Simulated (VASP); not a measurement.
# Pd (P6/mmm) in VASP: a series of runs, part 2 of 2

VASP 6.6.1. The steps go on from the part before.

## (3) Single point, PBEsol (15.49 Å³/atom)

This run uses another cell than the first one, of 15.49 Å³/atom.

File INCAR:

```
PREC     = Accurate       # precision mode
ENCUT    = 520            # plane-wave cutoff, eV
EDIFF    = 1E-6           # SCF threshold, eV
ISMEAR   = -1             # smearing method
SIGMA    = 0.1            # smearing width, eV
LREAL    = F              # projectors in reciprocal space
LASPH    = T              # aspherical terms in the spheres
NELM     = 80             # most SCF steps
ALGO     = Normal         # electronic algorithm
ISIF     = 2              # what is computed and relaxed
LWAVE    = F              # write WAVECAR
LCHARG   = F              # write CHGCAR
GGA      = PS             # functional
NBANDS   = 22             # bands
```

File KPOINTS:

```
Automatic mesh
0
Gamma
  9 9 13
```

File POSCAR:

```
Pd
1.0
    4.4839044932      0.0000000000      0.0000000000
   -2.2419522466      3.8831751993      0.0000000000
    0.0000000000      0.0000000000      2.6683945408
Pd
3
Direct
    0.0000000000      0.0000000000      0.0000000000
    0.3333333333      0.6666666667      0.5000000000
    0.6666666667      0.3333333333      0.5000000000
```

Potentials or basis: VASP PAW PBE potentials, release 64 (Pd).

The run is started by

```
$ cat potpaw_PBE.64/Pd/POTCAR > POTCAR
$ mpirun -np 1 vasp_std > vasp.out
```

OUTCAR:

```text
PREC = Accurate
   ENCUT = 520
   EDIFF = 1E-6
   ISMEAR = -1
   LREAL = F
   LASPH = T
   NELM = 80
   ISIF = 2
   GGA = PS

 ion  position               nearest neighbor table
   1  0.000  0.000  0.000-   2 2.91   3 2.91   2 2.91   3 2.91   3 2.91   3 2.91   2 2.91   2 2.91
                             3 2.91   3 2.91   2 2.91   2 2.91
   2  0.333  0.667  0.500-   3 2.59   3 2.59   3 2.59   1 2.91   1 2.91   1 2.91   1 2.91   1 2.91
                             1 2.91
   3  0.667  0.333  0.500-   2 2.59   2 2.59   2 2.59   1 2.91   1 2.91   1 2.91   1 2.91   1 2.91
                             1 2.91

  LATTYP: Found a hexagonal cell.
 ALAT       =     4.4839044932
 C/A-ratio  =     0.5951051243

  Lattice vectors:

 A1 = (   4.4839044932,   0.0000000000,   0.0000000000)
 A2 = (  -2.2419522466,   3.8831751993,   0.0000000000)
 A3 = (   0.0000000000,   0.0000000000,   2.6683945408)

Analysis of symmetry for initial positions (statically):
=====================================================================
 Subroutine PRICEL returns:
 Original cell was already a primitive cell.

 Routine SETGRP: Setting up the symmetry group for a
 hexagonal supercell.

 Subroutine GETGRP returns: Found 24 space group operations
 (whereof 24 operations were pure point group operations)
 out of a pool of 24 trial point group operations.

The static configuration has the point symmetry D_6h.

Analysis of symmetry for dynamics (positions and initial velocities):
=====================================================================
 Subroutine PRICEL returns:
 Original cell was already a primitive cell.

 Routine SETGRP: Setting up the symmetry group for a
 hexagonal supercell.

 Subroutine GETGRP returns: Found 24 space group operations
 (whereof 24 operations were pure point group operations)
 out of a pool of 24 trial point group operations.

[... 116 lines left out ...]
   EFERMI =   0.00;   METHOD = LEGACY
   ISMEAR =    -1;   SIGMA  =   0.10  broadening in eV -4-tet -1-fermi 0-gaus
   EFERMI_NEDOS =   21; number of points for ismear=-14 and -15
   IALGO  =     38    algorithm
   IMIX   =      4    mixing-type and parameters
     AMIX     =   0.40;   BMIX     =  1.00
     AMIX_MAG =   1.60;   BMIX_MAG =  1.00
  volume/ion in A,a.u.               =      15.49       104.51
  Fermi-wavevector in a.u.,A,eV,Ry     =   1.414982  2.673927 27.241216  2.002173
  Thomas-Fermi vector in A             =   2.536467
   LORBIT       =      0    0 simple, 1 ext, 2 COOP (PROOUT), +10 PAW based schemes
   GGA     = PS    functional components
   LHFCALC =     F    Hartree Fock is set to
   AEXX    =    0.0000 exact exchange contribution
   IVDW    =     0    specifies the selected vdW correction
   LEPSILON=     F    determine dielectric tensor
   LRPA    =     F    only Hartree local field effects (RPA)
 non-spin polarized calculation
  energy-cutoff  :      520.00
  volume of cell :       46.46
 maximum number of plane-waves:      1267
 NGX is ok and might be reduce to    36
   NGX = 17   NGY = 17   NGZ =  9

 number of electron      29.9999982 magnetization

 Free energy of the ion-electron system (eV)
  ---------------------------------------------------
  ext. energy  EPLUGINS =         0.00000000
  ---------------------------------------------------
  free energy    TOTEN  =       -17.56324223 eV

  energy without entropy =      -17.37715826  energy(sigma->0) =      -17.47020024

 E-fermi :   8.8548     XC(G=0): -13.0663

 val. band max:        8.8542761523   @ k =   0.3333   0.1111   0.2308
 cond. band min:       8.8605732992   @ k =   0.1111   0.0000   0.0000
 fundamental gap:      0.0062971469
 Fermi energy:         8.8547682826

 k-point     1 :       0.0000    0.0000    0.0000
  band No.  band energies     occupation
      1       1.9646      2.00000
      2       3.9377      2.00000
      3       5.3867      2.00000
      4       5.7560      2.00000
      5       5.7560      2.00000
      6       5.7666      2.00000
[... 589 lines left out ...]
     21      20.5793      0.00000
     22      25.5171      0.00000

 [... further k-points ...]

------------------------ aborting loop because EDIFF is reached ----------------------------------------

  FORCE on cell =-STRESS in cart. coord.  units (eV):
  Direction    XX          YY          ZZ          XY          YZ          ZX
  --------------------------------------------------------------------------------------
  -------------------------------------------------------------------------------------
  Total       -2.0709409     -2.0709409     -1.9645993      0.0000000      0.0000000      0.0000000
  in kB      -71.4142557    -71.4142557    -67.7471745      0.0000000      0.0000000      0.0000000
  external PRESSURE =     -70.1918953 kB  Pullay stress =       0.0000000 kB

 VOLUME and BASIS-vectors are now :
 -----------------------------------------------------------------------------
  energy-cutoff  :      520.00
  volume of cell :       46.46
      direct lattice vectors                 reciprocal lattice vectors
     4.483904493  0.000000000  0.000000000     0.223019915  0.128760608  0.000000000
    -2.241952247  3.883175199  0.000000000     0.000000000  0.257521216  0.000000000
     0.000000000  0.000000000  2.668394541     0.000000000  0.000000000  0.374757175

 POSITION                                       TOTAL-FORCE (eV/Angst)
 -----------------------------------------------------------------------------------
      0.00000      0.00000      0.00000         0.000000      0.000000      0.000000
     -0.00000      2.58878      1.33420        -0.000000     -0.000000      0.000000
      2.24195      1.29439      1.33420        -0.000000      0.000000      0.000000
 -----------------------------------------------------------------------------------
    total drift:                                0.000000      0.000000     -0.000000

  FREE ENERGIE OF THE ION-ELECTRON SYSTEM (eV)
  ---------------------------------------------------
  free  energy   TOTEN  =       -17.5632422255 eV

  energy  without entropy=      -17.3771582600  energy(sigma->0) =      -17.47020024
```

stdout:

```text
POSCAR found type information on POSCAR Pd
 POSCAR found :  1 types and       3 ions
 scaLAPACK will be used
 -----------------------------------------------------------------------------
|                                                                             |
|                                                                             |
|     You enforced a specific xc type in the INCAR file but a different       |
|     I HOPE YOU KNOW WHAT YOU ARE DOING!                                     |
|                                                                             |
 -----------------------------------------------------------------------------

 LDA part: xc-table for (Slater+PW92), standard interpolation
 POSCAR, INCAR and KPOINTS ok, starting setup
 FFT: planning ... GRIDC
 FFT: planning ... GRID_SOFT
 FFT: planning ... GRID
 WAVECAR not read
 entering main loop
```

Wall time 24 s (1 thread of Intel Xeon 6975P-C (Granite Rapids), shared host); peak memory 0.2 GiB.

Results:

```
Free energy            : -17.5632 eV
Pressure               : -7.0 GPa
Band gap on the k mesh : zero (bands 15 and 16 overlap by 0.84 eV)
```

Stress tensor (GPa, compression positive):
```
-7.14  0.00  0.00
 0.00 -7.14  0.00
 0.00  0.00 -6.77
```

Levels at points of the mesh, in eV from the Fermi level:
```csv
k point,band 11,band 12,band 13,band 14,band 15,band 16,band 17,band 18,band 19,band 20
"(0.00, 0.00, 0.00)",-1.50,-1.50,-1.39,-1.39,0.12,0.12,7.26,7.26,7.27,7.27
```

Caveat: the cell stands under tension; the PAW data sets were made with another functional, which shifts forces and pressure a little.

## (4) Single point, PBEsol (16.08 Å³/atom)

This run uses another cell than the first one, of 16.08 Å³/atom.

File INCAR:

```
PREC = Accurate
ENCUT = 520
EDIFF = 1E-7
ISMEAR = -1
SIGMA = 0.1
LREAL = F
LASPH = T
NELM = 80
ALGO = Normal
ISIF = 2
LWAVE = F
LCHARG = F
GGA = PS
NBANDS = 22
```

File KPOINTS:

```
regular mesh
0
Gamma
  9 9 13
```

File POSCAR:

```
Pd
1.0
    4.5406688040      0.0000000000      0.0000000000
   -2.2703344020      3.9323345344      0.0000000000
    0.0000000000      0.0000000000      2.7021752730
Pd
3
Direct
    0.0000000000      0.0000000000      0.0000000000
    0.3333333333      0.6666666667      0.5000000000
    0.6666666667      0.3333333333      0.5000000000
```

The run is started by

```
$ cat potpaw_PBE.64/Pd/POTCAR > POTCAR
$ mpirun -np 1 vasp_std > vasp.out
```

Run time: 31 s. Hardware: 1 thread of Intel Xeon 6975P-C (Granite Rapids), shared host; peak memory 0.21 GiB.

The run converged. Its results:

```
Free energy            : -17.4562 eV
Pressure               : -12.2 GPa
Band gap on the k mesh : zero (bands 15 and 16 overlap by 0.78 eV)
```

Stress tensor (GPa, compression positive):
```
-12.27   0.00   0.00
  0.00 -12.27   0.00
  0.00   0.00 -11.94
```

Levels at points of the mesh, in eV from the Fermi level:
```csv
k point,band 12,band 13,band 14,band 15,band 16,band 17,band 18,band 19
"(0.00, 0.00, 0.00)",-1.42,-1.31,-1.31,0.10,0.10,7.08,7.08,7.09
```

Caveat: the cell stands under tension; the PAW data sets were made with another functional, which shifts forces and pressure a little.

## (5) The runs side by side

```tsv
cell	gap on the mesh (eV)	pressure (GPa)
a = 4.426, b = 4.426, c = 2.634 Å, angles 90.0, 90.0, 120.0°, 3 atoms	none	-0.3
a = 4.484, b = 4.484, c = 2.668 Å, angles 90.0, 90.0, 120.0°, 3 atoms	none	-7.0
a = 4.541, b = 4.541, c = 2.702 Å, angles 90.0, 90.0, 120.0°, 3 atoms	none	-12.2
```

Alike in all rows: task single point; level PBEsol; potentials or basis VASP PAW PBE potentials, release 64 (Pd); no spin polarisation; k mesh 9 × 9 × 13; cutoff (eV) 520; smearing fermi-dirac 0.1 eV.

Caveats: the PAW data sets were made with another functional, which shifts forces and pressure a little; the cell stands under tension (at least some runs).

Total energies depend on the potentials used, so only differences within one code and one set of settings carry meaning.
